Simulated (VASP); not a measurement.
# Al3Pd (Pm-3m) in VASP: a series of runs

Aim: see how the results for Al3Pd move with the level of theory and the settings. Levels: LDA, PBE. Tasks: single point.

All numbers are computed with VASP 6.6.1; they aren't measurements. Logs are shortened: lines on timing, memory, paths and dates and some standing lists are left out, and cuts for length are marked.

## (1) The cell of the first run

Symmetry: Pm-3m, No. 221, cubic system. The conventional cell has a = 3.866 Å, b = 3.866 Å, c = 3.866 Å, α = 90.00°, β = 90.00°, γ = 90.00°. Pd (site symmetry m-3m) has 12 Al at 2.73 Å within 3.6 Å. Within 3.6 Å of Al (site symmetry 4/mmm) lie 4 Pd at 2.73 Å and 8 Al at 2.73 Å.

## (2) Single point, LDA

INCAR reads:

```
PREC = Accurate
ENCUT = 500
EDIFF = 1E-6
ISMEAR = -1
SIGMA = 0.05
LREAL = False
LASPH = True
NELM = 120
ALGO = Normal
ISIF = 2
LWAVE = False
LCHARG = True
GGA = CA
LELF = True
LVHAR = True
NBANDS = 18
GGA_COMPAT = False
```

KPOINTS reads:

```
regular mesh
0
Gamma
  7 7 7
```

POSCAR reads:

```
Al3Pd
1.0
    3.8663382084      0.0000000000      0.0000000000
    0.0000000000      3.8663382084      0.0000000000
    0.0000000000      0.0000000000      3.8663382084
Pd Al
1 3
Direct
    0.0000000000      0.0000000000      0.0000000000
    0.5000000000      0.5000000000      0.0000000000
    0.5000000000      0.0000000000      0.5000000000
    0.0000000000      0.5000000000      0.5000000000
```

Potentials or basis: VASP PAW LDA potentials, release 64 (Pd, Al).

Command:

```bash
$ cat potpaw_LDA.64/Pd/POTCAR potpaw_LDA.64/Al/POTCAR > POTCAR
$ mpirun -np 1 vasp_std > vasp.out
```

OUTCAR:

```text
PREC = Accurate
   ENCUT = 500
   EDIFF = 1E-6
   ISMEAR = -1
   LREAL = False
   LASPH = True
   NELM = 120
   ISIF = 2
   GGA = CA

 ion  position               nearest neighbor table
   1  0.000  0.000  0.000-   2 2.73   3 2.73   4 2.73   3 2.73   4 2.73   2 2.73   4 2.73   4 2.73
                             2 2.73   3 2.73   3 2.73   2 2.73
   2  0.500  0.500  0.000-   1 2.73   3 2.73   4 2.73   3 2.73   4 2.73   1 2.73   3 2.73   3 2.73
                             1 2.73   4 2.73   4 2.73   1 2.73
   3  0.500  0.000  0.500-   1 2.73   2 2.73   4 2.73   1 2.73   2 2.73   2 2.73   4 2.73   2 2.73
                             1 2.73   4 2.73   1 2.73   4 2.73
   4  0.000  0.500  0.500-   1 2.73   2 2.73   3 2.73   1 2.73   2 2.73   1 2.73   3 2.73   1 2.73
                             2 2.73   3 2.73   2 2.73   3 2.73

  LATTYP: Found a simple cubic cell.
 ALAT       =     3.8663382084

  Lattice vectors:

 A1 = (   3.8663382084,   0.0000000000,   0.0000000000)
 A2 = (   0.0000000000,   3.8663382084,   0.0000000000)
 A3 = (   0.0000000000,   0.0000000000,   3.8663382084)

Analysis of symmetry for initial positions (statically):
=====================================================================
 Subroutine PRICEL returns:
 Original cell was already a primitive cell.

 Routine SETGRP: Setting up the symmetry group for a
 simple cubic supercell.

 Subroutine GETGRP returns: Found 48 space group operations
 (whereof 48 operations were pure point group operations)
 out of a pool of 48 trial point group operations.

The static configuration has the point symmetry O_h .

Analysis of symmetry for dynamics (positions and initial velocities):
=====================================================================
 Subroutine PRICEL returns:
 Original cell was already a primitive cell.

 Routine SETGRP: Setting up the symmetry group for a
 simple cubic supercell.

 Subroutine GETGRP returns: Found 48 space group operations
 (whereof 48 operations were pure point group operations)
 out of a pool of 48 trial point group operations.

The dynamic configuration has the point symmetry O_h .

 Subroutine INISYM returns: Found 48 space group operations
 (whereof 48 operations are pure point group operations),
 and found     1 'primitive' translations

----------------------------------------------------------------------------------------

                                     Primitive cell

  volume of cell :      57.7962

  direct lattice vectors                    reciprocal lattice vectors
     3.866338208  0.000000000  0.000000000     0.258642660  0.000000000  0.000000000
     0.000000000  3.866338208  0.000000000     0.000000000  0.258642660  0.000000000
     0.000000000  0.000000000  3.866338208     0.000000000  0.000000000  0.258642660

  length of vectors
     3.866338208  3.866338208  3.866338208     0.258642660  0.258642660  0.258642660

  position of ions in fractional coordinates (direct lattice)
     0.000000000  0.000000000  0.000000000
     0.500000000  0.500000000  0.000000000
     0.500000000  0.000000000  0.500000000
     0.000000000  0.500000000  0.500000000

  ion indices of the primitive-cell ions
   primitive index   ion index
                 1           1
                 2           2
                 3           3
                 4           4

----------------------------------------------------------------------------------------

 KPOINTS: regular mesh

Automatic generation of k-mesh.
 Grid dimensions read from file:
 generate k-points for:    7    7    7

 Generating k-lattice:

  Cartesian coordinates                     Fractional coordinates (reciprocal lattice)
     0.036948951  0.000000000  0.000000000     0.142857143  0.000000000  0.000000000
     0.000000000  0.036948951  0.000000000     0.000000000  0.142857143  0.000000000
     0.000000000  0.000000000  0.036948951     0.000000000  0.000000000  0.142857143

  Length of vectors
     0.036948951  0.036948951  0.036948951

  Shift w.r.t. Gamma in fractional coordinates (k-lattice)
     0.000000000  0.000000000  0.000000000

 Subroutine IBZKPT returns following result:
 ===========================================

 Found     20 irreducible k-points:

 Following reciprocal coordinates:
            Coordinates               Weight
  0.000000  0.000000  0.000000      1.000000
  0.142857  0.000000  0.000000      6.000000
  0.285714  0.000000  0.000000      6.000000
  0.428571  0.000000  0.000000      6.000000
  0.142857  0.142857  0.000000     12.000000
  0.285714  0.142857  0.000000     24.000000
[... 12 lines left out ...]
  0.428571  0.428571  0.285714     24.000000
  0.428571  0.428571  0.428571      8.000000
   k-points           NKPTS =     20   k-points in BZ     NKDIM =     20   number of bands    NBANDS=     18
   number of dos      NEDOS =    301   number of ions     NIONS =      4
   total plane-waves  NPLWV =  21952
   dimension x,y,z NGX =    28 NGY =   28 NGZ =   28
   dimension x,y,z NGXF=    56 NGYF=   56 NGZF=   56
   ions per type =               1   3
   NGX,Y,Z   is equivalent  to a cutoff of  12.04, 12.04, 12.04 a.u.
   NGXF,Y,Z  is equivalent  to a cutoff of  24.08, 24.08, 24.08 a.u.
 SYSTEM =  unknown system
   PREC   = accura    normal or accurate (medium, high low for compatibility)
   ISTART =      0    job   : 0-new  1-cont  2-samecut
   ICHARG =      2    charge: 1-file 2-atom 10-const
   ISPIN  =      1    spin polarized calculation?
   LNONCOLLINEAR =      F non collinear calculations
   LSORBIT =      F    spin-orbit coupling
   LASPH  =      T    aspherical Exc in radial PAW
   ENCUT  =  500.0 eV  36.75 Ry    6.06 a.u.   7.05  7.05  7.05*2*pi/ulx,y,z
   NELM   =    120;   NELMIN=  2; NELMDL= -5     # of ELM steps
   EDIFF  = 0.1E-05   stopping-criterion for ELM
   LREAL  =      F    real-space projection
   EDIFFG = 0.1E-04   stopping-criterion for IOM
   NSW    =      0    number of steps for IOM
   IBRION =     -1    ionic relax: 0-MD 1-quasi-New 2-CG
   NFREE  =      0    steps in history (QN), initial steepest desc. (CG)
   ISIF   =      2    stress and relaxation
   ISYM   =      2    0-nonsym 1-usesym 2-fastsym
   POTIM  = 0.5000    time-step for ionic-motion
   TEBEG  =    0.0;   TEEND  =   0.0 temperature during run
   PSTRESS=    0.0 pullay stress
   NELECT =      19.0000    total number of electrons
   NUPDOWN=      -1.0000    fix difference up-down
   EMIN   =  10.00;   EMAX   =-10.00  energy-range for DOS
   EFERMI =   0.00;   METHOD = LEGACY
   ISMEAR =    -1;   SIGMA  =   0.05  broadening in eV -4-tet -1-fermi 0-gaus
   EFERMI_NEDOS =   21; number of points for ismear=-14 and -15
   IALGO  =     38    algorithm
   IMIX   =      4    mixing-type and parameters
     AMIX     =   0.40;   BMIX     =  1.00
     AMIX_MAG =   1.60;   BMIX_MAG =  1.00
  volume/ion in A,a.u.               =      14.45        97.51
  Fermi-wavevector in a.u.,A,eV,Ry     =   1.129864  2.135133 17.369099  1.276593
  Thomas-Fermi vector in A             =   2.266559
   LORBIT       =      0    0 simple, 1 ext, 2 COOP (PROOUT), +10 PAW based schemes
   GGA     = CA    functional components
   LHFCALC =     F    Hartree Fock is set to
   AEXX    =    0.0000 exact exchange contribution
   IVDW    =     0    specifies the selected vdW correction
   LEPSILON=     F    determine dielectric tensor
   LRPA    =     F    only Hartree local field effects (RPA)
 non-spin polarized calculation
  energy-cutoff  :      500.00
  volume of cell :       57.80
 maximum number of plane-waves:      1480
   NGX = 15   NGY = 15   NGZ = 15

 number of electron      19.0000008 magnetization

 Free energy of the ion-electron system (eV)
  ---------------------------------------------------
  ext. energy  EPLUGINS =         0.00000000
  ---------------------------------------------------
  free energy    TOTEN  =       -20.45915357 eV

  energy without entropy =      -20.43505507  energy(sigma->0) =      -20.44710432

 E-fermi :   9.9174     XC(G=0): -11.5343

 val. band max:        9.8937762687   @ k =   0.4286   0.4286   0.2857
 cond. band min:       9.9323043413   @ k =   0.2857   0.2857   0.2857
 fundamental gap:      0.0385280726
 Fermi energy:         9.9174356104

 k-point     1 :       0.0000    0.0000    0.0000
  band No.  band energies     occupation
      1      -1.6265      2.00000
      2       4.4670      2.00000
      3       4.4670      2.00000
      4       5.9002      2.00000
      5       5.9002      2.00000
      6       5.9002      2.00000
[... 10 lines left out ...]
     17      17.6855      0.00000
     18      17.6855      0.00000

 k-point     2 :       0.1429    0.0000    0.0000
  band No.  band energies     occupation
      1      -1.4179      2.00000
      2       4.2043      2.00000
      3       4.5301      2.00000
      4       5.6573      2.00000
      5       5.6573      2.00000
      6       5.9166      2.00000
[... 10 lines left out ...]
     17      17.1499      0.00000
     18      17.3787      0.00000

 k-point     3 :       0.2857    0.0000    0.0000
  band No.  band energies     occupation
      1      -0.8020      2.00000
      2       3.0727      2.00000
      3       4.6801      2.00000
      4       5.2956      2.00000
      5       5.2956      2.00000
      6       5.9539      2.00000
[... 10 lines left out ...]
     17      17.5409      0.00000
     18      17.7847      0.00000

 k-point     4 :       0.4286    0.0000    0.0000
  band No.  band energies     occupation
      1       0.1768      2.00000
      2       1.5929      2.00000
      3       4.8099      2.00000
      4       5.0828      2.00000
      5       5.0828      2.00000
      6       5.9842      2.00000
[... 291 lines left out ...]
      4       4.8556      2.00000
      5       5.1654      2.00000
      6       5.4083      2.00000
[... 10 lines left out ...]
     17      19.6278      0.00000
     18      20.1558      0.00000

 k-point    19 :       0.4286    0.4286    0.2857
  band No.  band energies     occupation
      1       2.1930      2.00000
      2       3.4352      2.00000
      3       3.4669      2.00000
      4       4.6668      2.00000
      5       5.4562      2.00000
      6       5.5549      2.00000
[... 10 lines left out ...]
     17      19.4597      0.00000
     18      21.0186      0.00000

 k-point    20 :       0.4286    0.4286    0.4286
  band No.  band energies     occupation
      1       2.8393      2.00000
      2       3.4883      2.00000
      3       3.4883      2.00000
      4       5.1469      2.00000
      5       5.4286      2.00000
      6       5.6908      2.00000
[... 10 lines left out ...]
     17      21.8283      0.00000
     18      21.8384      0.00000

------------------------ aborting loop because EDIFF is reached ----------------------------------------

  FORCE on cell =-STRESS in cart. coord.  units (eV):
  Direction    XX          YY          ZZ          XY          YZ          ZX
  --------------------------------------------------------------------------------------
  -------------------------------------------------------------------------------------
  Total        0.9849896      0.9849896      0.9849896     -0.0000000      0.0000000     -0.0000000
  in kB       27.3050335     27.3050335     27.3050335     -0.0000000      0.0000000     -0.0000000
  external PRESSURE =      27.3050335 kB  Pullay stress =       0.0000000 kB

 VOLUME and BASIS-vectors are now :
 -----------------------------------------------------------------------------
  energy-cutoff  :      500.00
  volume of cell :       57.80
      direct lattice vectors                 reciprocal lattice vectors
     3.866338208  0.000000000  0.000000000     0.258642660  0.000000000  0.000000000
     0.000000000  3.866338208  0.000000000     0.000000000  0.258642660  0.000000000
     0.000000000  0.000000000  3.866338208     0.000000000  0.000000000  0.258642660

 POSITION                                       TOTAL-FORCE (eV/Angst)
 -----------------------------------------------------------------------------------
      0.00000      0.00000      0.00000         0.000000      0.000000      0.000000
      1.93317      1.93317      0.00000         0.000000      0.000000      0.000000
      1.93317      0.00000      1.93317         0.000000      0.000000      0.000000
      0.00000      1.93317      1.93317         0.000000      0.000000      0.000000
 -----------------------------------------------------------------------------------
    total drift:                               -0.000000     -0.000000     -0.000000

  FREE ENERGIE OF THE ION-ELECTRON SYSTEM (eV)
  ---------------------------------------------------
  free  energy   TOTEN  =       -20.4591535728 eV

  energy  without entropy=      -20.4350550707  energy(sigma->0) =      -20.44710432
```

Run time: 22 s. Hardware: 1 thread of Intel Xeon 8259CL, shared host; peak memory 0.15 GiB.

What came out:

```yaml
Free_energy: -20.4592 eV
Pressure: 2.7 GPa
Band_gap_on_the_k_mesh: zero (an odd number of electrons rules out a gap without spin polarisation)
```

## (3) Single point, PBE

INCAR reads:

```
  PREC = Accurate
  ENCUT = 500
  EDIFF = 1E-6
  ISMEAR = -1
  SIGMA = 0.05
  LREAL = F
  LASPH = T
  NELM = 120
  ALGO = Normal
  ISIF = 2
  LWAVE = F
  LCHARG = F
  GGA = PE
  NBANDS = 18
  GGA_COMPAT = F
```

KPOINTS is that of step 2.

POSCAR is that of step 2.

Potentials or basis: VASP PAW PBE potentials, release 64 (Pd, Al).

Command:

```bash
$ cat potpaw_PBE.64/Pd/POTCAR potpaw_PBE.64/Al/POTCAR > POTCAR
$ mpirun -np 1 vasp_std > vasp.out
```

It took 25 s on 1 thread of Intel Xeon 8259CL, shared host; peak memory 0.16 GiB.

The run converged. Its results:

```
Free energy            : -17.6689 eV
Pressure               : 9.5 GPa
Band gap on the k mesh : zero (an odd number of electrons rules out a gap without spin polarisation)
```

Levels at points of the mesh, in eV from the Fermi level:
| k point | band 6 | band 7 | band 8 | band 9 | band 10 | band 11 | band 12 | band 13 |
| --- | --- | --- | --- | --- | --- | --- | --- | --- |
| (0.00, 0.00, 0.00) | -4.01 | -2.49 | -2.49 | -2.49 | -0.09 | 2.04 | 2.04 | 6.02 |

Caveat: the cell stands under pressure.

(Part 1 of 2 ends here.)

The gap in the log of VASP goes by the Fermi energy; the results here count the filled bands.